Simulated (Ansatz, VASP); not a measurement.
**CdAg in VASP and in Ansatz**

```
Cd Ag
1.0
     1.46725    0.84712    4.66864
    -1.46725    0.84712    4.66864
     0.00000   -1.69423    4.66864
Cd Ag
1 1
Direct
  0.50000 0.50000 0.50000
  0.00000 0.00000 0.00000
```

Alike in both runs: task single point; functional LDA; k mesh 14 × 14 × 14; occupations fermi-dirac, width 0.05 eV; no spin polarisation.

|  | VASP | Ansatz |
| --- | --- | --- |
| version | VASP 6.6.1 | Ansatz 0.2.0 |
| potentials or method | VASP PAW LDA potentials, release 64 (Cd, Ag), cutoff 520 eV | all-electron LAPW, scalar-relativistic |

|  | VASP | Ansatz | Ansatz less VASP |
| --- | --- | --- | --- |
| pressure (GPa) | 0.8 | 0.0 | -0.75 |
| traceless stress, the component that is largest in VASP (GPa) | 0.15 | 0.00 | -0.154 |

LDA's correlation is that of Perdew and Zunger in VASP and of Perdew and Wang (1992) in Ansatz. Ansatz ran all-electron here, and VASP with PAW potentials. Ansatz's warnings: optics on partly filled bands.
